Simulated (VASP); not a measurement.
# B8N7 (a cell with a defect) in VASP: single point with PBE

Aim: the single point of B8N7 (a cell with a defect) with PBE.

Everything below comes from runs of VASP 6.6.1. Logs are shortened: lines on timing, memory, paths and dates and some standing lists are left out, and cuts for length are marked.

## Step 1: The cell of the first run

The cell holds a defect, 15 atoms: a = 5.098 Å, b = 5.105 Å, c = 5.105 Å, α = 75.56°, β = 60.04°, γ = 60.04°.

## Step 2: Single point, PBE (N vacancy, atom 14 moved a little way towards it, host rigid)

Input file INCAR:

```
ALGO = Normal
EDIFF = 1E-6
ENCUT = 520
GGA = PE
ISIF = 2
ISMEAR = 0
LASPH = T
LCHARG = F
LREAL = Auto
LWAVE = F
NBANDS = 42
NELECT = 56.0
NELM = 60
PREC = Accurate
SIGMA = 0.05
```

Input file KPOINTS:

```
k-points
0
Gamma
  6 6 6
```

Input file POSCAR:

```
B8N7
1.0
    0.0000000000      0.0000000000     -5.0982823342
    4.4227374162      0.0000000000     -2.5491411671
    0.0000000000     -4.4227374162     -2.5491411671
B N
8 7
Direct
    0.5757144903      0.1742855097      0.1742855097
    0.0757144903      0.1742855097      0.1742855097
    0.5000000000      0.3257144903      0.6742855097
    0.0000000000      0.3257144903      0.6742855097
    0.5000000000      0.6742855097      0.3257144903
    0.0000000000      0.6742855097      0.3257144903
    0.9242855097      0.8257144903      0.8257144903
    0.4242855097      0.8257144903      0.8257144903
    0.7500000000      0.8126165678      0.1873834322
    0.6873834322      0.3126165678      0.3126165678
    0.1873834322      0.3126165678      0.3126165678
    0.3126165678      0.6873834322      0.6873834322
    0.8126165678      0.6873834322      0.6873834322
    0.2659879892      0.0589653836      0.9090586379
    0.7500000000      0.1873834322      0.8126165678
```

Potentials or basis: VASP PAW PBE potentials, release 64 (B, N).

The run is started by

```console
$ cat potpaw_PBE.64/B/POTCAR potpaw_PBE.64/N/POTCAR > POTCAR
$ mpirun -np 1 vasp_std > vasp.out
```

OUTCAR:

```text
EDIFF = 1E-6
   ENCUT = 520
   GGA = PE
   ISIF = 2
   ISMEAR = 0
   LASPH = T
   LREAL = Auto
   NELECT = 56.0
   NELM = 60
   PREC = Accurate

 ion  position               nearest neighbor table
   1  0.576  0.174  0.174-  10 1.54  11 1.54   9 1.60  15 1.60
   2  0.076  0.174  0.174-  14 1.28  11 1.54  10 1.54
   3  0.500  0.326  0.674-  15 1.54  12 1.60  10 1.60
   4  0.000  0.326  0.674-  15 1.54  13 1.60  11 1.60
   5  0.500  0.674  0.326-   9 1.54  10 1.60  12 1.60
   6  0.000  0.674  0.326-   9 1.54  11 1.60  13 1.60
   7  0.924  0.826  0.826-  12 1.54  13 1.54   9 1.60  15 1.60
   8  0.424  0.826  0.826-  14 1.10  13 1.54  12 1.54
   9  0.750  0.813  0.187-   5 1.54   6 1.54   1 1.60   7 1.60
  10  0.687  0.313  0.313-   1 1.54   2 1.54   3 1.60   5 1.60
  11  0.187  0.313  0.313-   1 1.54   2 1.54   4 1.60   6 1.60
  12  0.313  0.687  0.687-   7 1.54   8 1.54   3 1.60   5 1.60
  13  0.813  0.687  0.687-   7 1.54   8 1.54   4 1.60   6 1.60
  14  0.266  0.059  0.909-   8 1.10   2 1.28
  15  0.750  0.187  0.813-   3 1.54   4 1.54   1 1.60   7 1.60

  LATTYP: Found a body centered tetragonal cell.
 ALAT       =     6.2546952368
 C/A-ratio  =     0.8151128298

  Lattice vectors:

 A1 = (   4.4227374162,   0.0000000000,   2.5491411671)
 A2 = (  -4.4227374162,   0.0000000000,   2.5491411671)
 A3 = (   0.0000000000,  -4.4227374162,  -2.5491411671)

Analysis of symmetry for initial positions (statically):
=====================================================================
 Subroutine PRICEL returns:
 Original cell was already a primitive cell.

 Routine SETGRP: Setting up the symmetry group for a
 body centered tetragonal supercell.

 Subroutine GETGRP returns: Found  2 space group operations
 (whereof  1 operations were pure point group operations)
 out of a pool of 16 trial point group operations.

The static configuration has the point symmetry C_1 .
 The point group associated with its full space group is C_1h.

Analysis of symmetry for dynamics (positions and initial velocities):
=====================================================================
 Subroutine PRICEL returns:
 Original cell was already a primitive cell.

 Routine SETGRP: Setting up the symmetry group for a
 body centered tetragonal supercell.

 Subroutine GETGRP returns: Found  2 space group operations
 (whereof  1 operations were pure point group operations)
 out of a pool of 16 trial point group operations.

The dynamic configuration has the point symmetry C_1 .
 The point group associated with its full space group is C_1h.

 Subroutine INISYM returns: Found  2 space group operations
 (whereof  1 operations are pure point group operations),
 and found     1 'primitive' translations

----------------------------------------------------------------------------------------

                                     Primitive cell

  volume of cell :      99.7255

  direct lattice vectors                    reciprocal lattice vectors
     0.000000000  0.000000000 -5.098282334    -0.113052156  0.113052156 -0.196144492
     4.422737416  0.000000000 -2.549141167     0.226104312  0.000000000  0.000000000
     0.000000000 -4.422737416 -2.549141167     0.000000000 -0.226104312  0.000000000

  length of vectors
     5.098282334  5.104774916  5.104774916     0.253049880  0.226104312  0.226104312

  position of ions in fractional coordinates (direct lattice)
     0.575714490  0.174285510  0.174285510
     0.075714490  0.174285510  0.174285510
     0.500000000  0.325714490  0.674285510
     0.000000000  0.325714490  0.674285510
     0.500000000  0.674285510  0.325714490
     0.000000000  0.674285510  0.325714490
     0.924285510  0.825714490  0.825714490
     0.424285510  0.825714490  0.825714490
     0.750000000  0.812616568  0.187383432
     0.687383432  0.312616568  0.312616568
     0.187383432  0.312616568  0.312616568
     0.312616568  0.687383432  0.687383432
     0.812616568  0.687383432  0.687383432
     0.265987989  0.058965384  0.909058638
     0.750000000  0.187383432  0.812616568
[... 30 lines left out ...]
    -0.018842026  0.018842026 -0.032690749     0.166666667 -0.000000000 -0.000000000
     0.037684052  0.000000000  0.000000000     0.000000000  0.166666667  0.000000000
     0.000000000 -0.037684052  0.000000000     0.000000000  0.000000000  0.166666667

  Length of vectors
     0.042174980  0.037684052  0.037684052

  Shift w.r.t. Gamma in fractional coordinates (k-lattice)
     0.000000000  0.000000000  0.000000000

 Subroutine IBZKPT returns following result:
 ===========================================

 Found     68 irreducible k-points:

 Following reciprocal coordinates:
            Coordinates               Weight
  0.000000  0.000000  0.000000      1.000000
  0.166667 -0.000000 -0.000000      4.000000
  0.166667  0.166667 -0.000000      4.000000
  0.333333  0.000000  0.000000      4.000000
  0.333333  0.333333  0.000000      4.000000
  0.500000  0.000000  0.000000      2.000000
[... 16 lines left out ...]
  0.166667  0.166667  0.333333      4.000000
  0.000000  0.333333  0.000000      2.000000
 [... further k-points ...]
   k-points           NKPTS =     68   k-points in BZ     NKDIM =     68   number of bands    NBANDS=     42
   number of dos      NEDOS =    301   number of ions     NIONS =     15
   total plane-waves  NPLWV =  64000
   dimension x,y,z NGX =    40 NGY =   40 NGZ =   40
   dimension x,y,z NGXF=    80 NGYF=   80 NGZF=   80
   ions per type =               8   7
   NGX,Y,Z   is equivalent  to a cutoff of  13.04, 13.03, 13.03 a.u.
   NGXF,Y,Z  is equivalent  to a cutoff of  26.09, 26.05, 26.05 a.u.
 SYSTEM =  unknown system
   PREC   = accura    normal or accurate (medium, high low for compatibility)
   ISTART =      0    job   : 0-new  1-cont  2-samecut
   ICHARG =      2    charge: 1-file 2-atom 10-const
   ISPIN  =      1    spin polarized calculation?
   LNONCOLLINEAR =      F non collinear calculations
   LSORBIT =      F    spin-orbit coupling
   LASPH  =      T    aspherical Exc in radial PAW
   ENCUT  =  520.0 eV  38.22 Ry    6.18 a.u.   9.48  9.49  9.49*2*pi/ulx,y,z
   NELM   =     60;   NELMIN=  2; NELMDL= -5     # of ELM steps
   EDIFF  = 0.1E-05   stopping-criterion for ELM
   LREAL  =      T    real-space projection
   EDIFFG = 0.1E-04   stopping-criterion for IOM
   NSW    =      0    number of steps for IOM
   IBRION =     -1    ionic relax: 0-MD 1-quasi-New 2-CG
   NFREE  =      0    steps in history (QN), initial steepest desc. (CG)
   ISIF   =      2    stress and relaxation
   ISYM   =      2    0-nonsym 1-usesym 2-fastsym
   POTIM  = 0.5000    time-step for ionic-motion
   TEBEG  =    0.0;   TEEND  =   0.0 temperature during run
   PSTRESS=    0.0 pullay stress
   NELECT =      56.0000    total number of electrons
   NUPDOWN=      -1.0000    fix difference up-down
   EMIN   =  10.00;   EMAX   =-10.00  energy-range for DOS
   EFERMI =   0.00;   METHOD = LEGACY
   ISMEAR =     0;   SIGMA  =   0.05  broadening in eV -4-tet -1-fermi 0-gaus
   EFERMI_NEDOS =   21; number of points for ismear=-14 and -15
   IALGO  =     38    algorithm
   IMIX   =      4    mixing-type and parameters
     AMIX     =   0.40;   BMIX     =  1.00
     AMIX_MAG =   1.60;   BMIX_MAG =  1.00
  volume/ion in A,a.u.               =       6.65        44.87
  Fermi-wavevector in a.u.,A,eV,Ry     =   1.350627  2.552315 24.819658  1.824193
  Thomas-Fermi vector in A             =   2.478116
   LORBIT       =      0    0 simple, 1 ext, 2 COOP (PROOUT), +10 PAW based schemes
   GGA     = PE    functional components
   LHFCALC =     F    Hartree Fock is set to
   AEXX    =    0.0000 exact exchange contribution
   IVDW    =     0    specifies the selected vdW correction
   LEPSILON=     F    determine dielectric tensor
   LRPA    =     F    only Hartree local field effects (RPA)
 non-spin polarized calculation
 Gauss-broadening in eV      SIGMA  =   0.05
  energy-cutoff  :      520.00
  volume of cell :       99.73
 maximum number of plane-waves:      2710
 NGX is ok and might be reduce to    40
   NGX = 19   NGY = 19   NGZ = 19

 number of electron      56.0000002 magnetization

 Free energy of the ion-electron system (eV)
  ---------------------------------------------------
  ext. energy  EPLUGINS =         0.00000000
  ---------------------------------------------------
  free energy    TOTEN  =      -136.78711587 eV

  energy without entropy =     -136.78484851  energy(sigma->0) =     -136.78598219

 E-fermi :   5.5775     XC(G=0): -11.7801

 val. band max:        5.5666633138   @ k =   0.1667   0.1667  -0.0000
 cond. band min:       5.6016168356   @ k =   0.0000  -0.1667   0.5000
 fundamental gap:      0.0349535218
 Fermi energy:         5.5775111815

 k-point     1 :       0.0000    0.0000    0.0000
  band No.  band energies     occupation
      1     -13.5540      2.00000
      2     -11.4128      2.00000
      3      -9.9306      2.00000
      4      -9.8129      2.00000
      5      -9.3114      2.00000
      6      -8.8494      2.00000
[... 1021 lines left out ...]
     39      15.1895      0.00000
     40      15.4623      0.00000

 [... further k-points ...]

 [bands above 40 left out]

------------------------ aborting loop because EDIFF is reached ----------------------------------------

  FORCE on cell =-STRESS in cart. coord.  units (eV):
  Direction    XX          YY          ZZ          XY          YZ          ZX
  --------------------------------------------------------------------------------------
  -------------------------------------------------------------------------------------
  Total       -3.7741700    -21.9808536    -34.4547524    -22.0125189      0.0000000      0.0000000
  in kB      -60.6353449   -353.1416513   -553.5457528   -353.6503821      0.0000000      0.0000000
  external PRESSURE =    -322.4409163 kB  Pullay stress =       0.0000000 kB

 VOLUME and BASIS-vectors are now :
 -----------------------------------------------------------------------------
  energy-cutoff  :      520.00
  volume of cell :       99.73
      direct lattice vectors                 reciprocal lattice vectors
     0.000000000  0.000000000 -5.098282334    -0.113052156  0.113052156 -0.196144492
     4.422737416  0.000000000 -2.549141167     0.226104312  0.000000000  0.000000000
     0.000000000 -4.422737416 -2.549141167     0.000000000 -0.226104312  0.000000000

 POSITION                                       TOTAL-FORCE (eV/Angst)
 -----------------------------------------------------------------------------------
      0.77082     -0.77082     -3.82371        -0.496923      0.474587      0.000000
      0.77082     -0.77082     -1.27457         6.275826     -7.208007     -0.000000
      1.44055     -2.98219     -5.09828         0.808373      0.941410     -3.028448
      1.44055     -2.98219     -2.54914         0.808373      0.941410      3.028448
      2.98219     -1.44055     -5.09828        -2.156594     -2.255702     -4.235657
      2.98219     -1.44055     -2.54914        -2.156594     -2.255702      4.235657
      3.65192     -3.65192     -8.92199         0.481392     -0.483529      0.000000
      3.65192     -3.65192     -6.37285       -27.073048     13.247979     -0.000000
      3.59399     -0.82875     -6.37285         0.646890      0.592096      0.000000
      1.38262     -1.38262     -5.09828        -0.182297     -0.774272      1.260871
      1.38262     -1.38262     -2.54914        -0.182297     -0.774272     -1.260871
      3.04012     -3.04012     -5.09828        -1.753362      0.309467      2.103682
      3.04012     -3.04012     -7.64742        -1.753362      0.309467     -2.103682
      0.26079     -4.02053     -3.82371        26.785607     -2.964050     -0.000000
      0.82875     -3.59399     -6.37285        -0.051986     -0.100880      0.000000
 -----------------------------------------------------------------------------------
    total drift:                               -0.000739     -0.000036      0.000002

  FREE ENERGIE OF THE ION-ELECTRON SYSTEM (eV)
  ---------------------------------------------------
  free  energy   TOTEN  =      -136.7871158737 eV

  energy  without entropy=     -136.7848485138  energy(sigma->0) =     -136.78598219
```

Wall time 17 min (1 thread of AMD EPYC 7R43 (Zen 3), shared host); peak memory 0.29 GiB.

Results:

```yaml
Free_energy: -136.7871 eV
Largest_force: 30.141 eV/Å
```

Forces on the atoms (eV/Å):
```
B    -0.497   0.475   0.000
B     6.276  -7.208   0.000
B     0.808   0.941  -3.028
B     0.808   0.941   3.028
B    -2.157  -2.256  -4.236
B    -2.157  -2.256   4.236
B     0.481  -0.484   0.000
B   -27.073  13.248   0.000
N     0.647   0.592   0.000
N    -0.182  -0.774   1.261
N    -0.182  -0.774  -1.261
N    -1.753   0.309   2.104
N    -1.753   0.309  -2.104
N    26.786  -2.964   0.000
N    -0.052  -0.101   0.000
```

Caveat: the cell carries a net charge on a neutralising background, which shifts energy and pressure; the cell differs from its parent crystal (N vacancy, atom 14 moved a little way towards it, host rigid); the cell is charged against a uniform background, so pressure and absolute levels hang on convention.
